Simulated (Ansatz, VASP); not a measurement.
## Two plane-wave programs on Cl

The input POSCAR:

```
Cl
1.0
    3.1450000000     -2.2500000000      0.0000000000
    3.1450000000      2.2500000000      0.0000000000
    0.0000000000      0.0000000000      8.2100000000
Cl
4
Direct
    0.3700000000      0.6300000000      0.4000000000
    0.1300000000      0.8700000000      0.9000000000
    0.6300000000      0.3700000000      0.6000000000
    0.8700000000      0.1300000000      0.1000000000
```

Contents of INCAR.step1:

```
SYSTEM = Cl
ALGO     = Normal         ! electronic algorithm
EDIFF    = 1E-5           ! SCF threshold, eV
ENCUT    = 520            ! plane-wave cutoff, eV
GGA      = PE             ! functional
ISIF     = 2              ! what is computed and relaxed
ISMEAR   = -1             ! smearing method
LASPH    = .True.         ! aspherical terms in the spheres
LREAL    = .False.        ! projectors in reciprocal space
LWAVE    = .True.         ! write WAVECAR
NBANDS   = 22             ! bands
NELM     = 100            ! most SCF steps
PREC     = Accurate       ! precision mode
SIGMA    = 0.05           ! smearing width, eV
```

Contents of INCAR.step2:

```
SYSTEM = Cl
AEXX     = 0.5            ! exact-exchange fraction
ALGO     = Normal         ! electronic algorithm
EDIFF    = 1E-6           ! SCF threshold, eV
ENCUT    = 520            ! plane-wave cutoff, eV
GGA      = PE             ! functional
HFSCREEN = 0.2078699      ! screening, 1/A
ISIF     = 2              ! what is computed and relaxed
ISMEAR   = -1             ! smearing method
ISTART   = 1            
LASPH    = .True.         ! aspherical terms in the spheres
LCHARG   = .True.         ! write CHGCAR
LELF     = .True.         ! ELF
LHFCALC  = .True.         ! exact exchange
LREAL    = .False.        ! projectors in reciprocal space
LVHAR    = .True.       
LWAVE    = .False.        ! write WAVECAR
NBANDS   = 22             ! bands
NELM     = 100            ! most SCF steps
PREC     = Accurate       ! precision mode
PRECFOCK = Normal       
SIGMA    = 0.05           ! smearing width, eV
```

File KPOINTS:

```
k-points
0
Gamma
  4 4 2
  0 0 0
```

input.yaml

```yaml
crystal:
  lattice:
    - [3.145, -2.25, 0.0]
    - [3.145, 2.25, 0.0]
    - [0.0, 0.0, 8.21]
  atoms:
    - { symbol: Cl, position: [0.37, 0.63, 0.4] }
    - { symbol: Cl, position: [0.13, 0.87, 0.9] }
    - { symbol: Cl, position: [0.63, 0.37, 0.6] }
    - { symbol: Cl, position: [0.87, 0.13, 0.1] }
hamiltonian:
  xc:
    exchange: pbe
    correlation: pbe
    exx: { coeff: 0.5, omega: 0.2078699 }
  pseudopotentials: { kind: paw }
kpoints:
  mp_grid: { grid: [4, 4, 2] }
scf:
  occupations: { method: fermi_dirac, width: 0.05 }
output:
  forces: true
  stress: true
  eigenvalues: true
```

Alike in both runs: task single point; functional PBE-based screened hybrid with a share of 0.5 of exact exchange and HFSCREEN = 0.2078699; k mesh 4 × 4 × 2; occupations fermi-dirac, width 0.05 eV; no spin polarisation.

|  | VASP | Ansatz |
| --- | --- | --- |
| version | VASP 6.6.1 | Ansatz 0.2.0 |
| potentials or method | VASP PAW PBE potentials, release 64 (Cl) | Ansatz PAW |
| plane-wave cutoff (eV) | 520 | 420 |
| valence electrons in the cell | 28 | 28 |

Ansatz gave:

- gap on the k mesh at the Fermi level (eV): 5.78
- least direct gap on the mesh (eV): 5.89
- pressure (GPa): -1.5
- traceless stress, the component that is largest in VASP (GPa): 2.27
- rms of the force components (eV/Å): 0.666

Which values does VASP return?

gap on the k mesh at the Fermi level (eV): 5.81; least direct gap on the mesh (eV): 5.92; pressure (GPa): -2.0; traceless stress, the component that is largest in VASP (GPa): 2.79; rms of the force components (eV/Å): 0.828.

VASP's potentials were made for PBE, not for PBE-based screened hybrid. Atom by atom the forces differ by 0.162 eV/Å (rms over components).

The k mesh is coarse, so the values compare programs but aren't converged.
